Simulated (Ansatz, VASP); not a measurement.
One calculation of FePt, two programs

The input INCAR:

```
PREC     = Accurate       # precision mode
ENCUT    = 520            # plane-wave cutoff, eV
EDIFF    = 1E-6           # SCF threshold, eV
ISMEAR   = 1              # smearing method
SIGMA    = 0.1            # smearing width, eV
LREAL    = False          # projectors in reciprocal space
LASPH    = True           # aspherical terms in the spheres
NELM     = 150            # most SCF steps
ALGO     = Normal         # electronic algorithm
ISIF     = 2              # what is computed and relaxed
LWAVE    = False          # write WAVECAR
LCHARG   = False          # write CHGCAR
ISPIN    = 2              # spin polarisation
MAGMOM   = 2.4 0          # initial moments
LORBIT   = 11             # projections on sites
LMAXMIX  = 4              # l up to which the mixer works
GGA      = PE             # functional
NBANDS   = 20             # bands
```

KPOINTS

```
regular mesh
0
Gamma
  10 10 7
```

Contents of POSCAR:

```
FePt
1.0
    2.6773300637      0.0000000000      0.0000000000
    0.0000000000      2.6773300637      0.0000000000
    0.0000000000      0.0000000000      3.6569369697
Fe Pt
1 1
Direct
    0.0000000000      0.0000000000      0.0000000000
    0.5000000000      0.5000000000      0.5000000000
```

Input for Ansatz:

```yaml
crystal:
  lattice:
    - [2.6773300636807598, 0.0, 0.0]
    - [0.0, 2.6773300636807598, 0.0]
    - [0.0, 0.0, 3.656936969668598]
  atoms:
    - { symbol: Fe, position: [0.0, 0.0, 0.0], spin: 2.4 }
    - { symbol: Pt, position: [0.5, 0.5, 0.5] }
basis:
  ecutwfc: 500.0
kpoints:
  mp_grid:
    grid: [10, 10, 7]
hamiltonian:
  xc: pbe
  pseudopotentials:
    kind: paw
magnetization:
  spin_polarized: true
scf:
  occupations:
    method: cold
output:
  stress: true
```

Alike in both runs: task single point; functional PBE; k mesh 10 × 10 × 7; collinear spin.

|  | VASP | Ansatz |
| --- | --- | --- |
| version | VASP 6.6.1 | Ansatz 0.2.0 |
| potentials or method | VASP PAW PBE potentials, release 64 (Fe, Pt), cutoff 520 eV | plane waves, PAW |
| occupations | methfessel-paxton of order 1, width 0.1 eV | cold |
| valence electrons in the cell | 18 | 34 |

```csv
,VASP,Ansatz,Ansatz less VASP
pressure (GPa),15.7,16.3,+0.61
"traceless stress, the component that is largest in VASP (GPa)",0.35,0.28,-0.072
net moment per atom (μB),1.60,1.60,+0.004
size of the moment on the site where the two differ most (μB),0.33,0.39,+0.064
```

Site moments also hang on the region over which each program counts them. VASP's potentials hold 18 valence electrons a cell and Ansatz's 34, so a difference there can come from the potentials and not from the codes. Ansatz's warnings: stability check not made.

Neither program's run includes spin-orbit coupling.
